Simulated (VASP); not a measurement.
Rh: single point with PBE

Crystal: Rh.

```
Rh
1.0
     0.00000    2.03133    1.61125
     2.03133    0.00000    1.61125
     2.03133    2.03133    0.00000
Rh
1
Direct
  0.00000 0.00000 0.00000
```

This cell differs from its parent crystal: volume 13.297 Å^3 an atom, c/a of the conventional cell 0.7932.

```
Program                : VASP 6.6.1
Task                   : single point
Functional             : PBE
Potentials or basis    : VASP PAW PBE potentials, release 64 (Rh_pv)
Cutoff                 : 520 eV
k mesh                 : 22 × 22 × 22
Occupations            : gaussian, width 0.15 eV
Spin                   : no spin polarisation
Dipole correction      : no
Further INCAR settings : ALGO = Fast; EDIFF = 1e-07; NBANDS = 14
```

The pressure is 22.3 GPa.

Stress tensor (GPa, compression positive):
```
12.32  0.00  0.00
 0.00 12.32  0.00
 0.00  0.00 42.28
```

Levels at points of the mesh, in eV from the Fermi level:
```tsv
k point	band 5	band 6	band 7	band 8	band 9	band 10
(0.00, 0.00, 0.00)	-3.42	-3.42	-2.49	-1.38	-0.12	17.13
(0.50, 0.00, 0.00)	-4.39	-1.46	0.02	1.02	1.48	9.49
(0.50, 0.50, 0.00)	-6.32	0.86	1.23	1.23	7.37	10.95
(0.50, 0.00, 0.50)	-5.50	0.16	0.17	1.77	1.90	10.79
```

Run time: 67 s on 1 thread of Intel(R) Xeon(R) 6975P-C (Granite Rapids), on a shared host, peak memory 0.25 GiB.
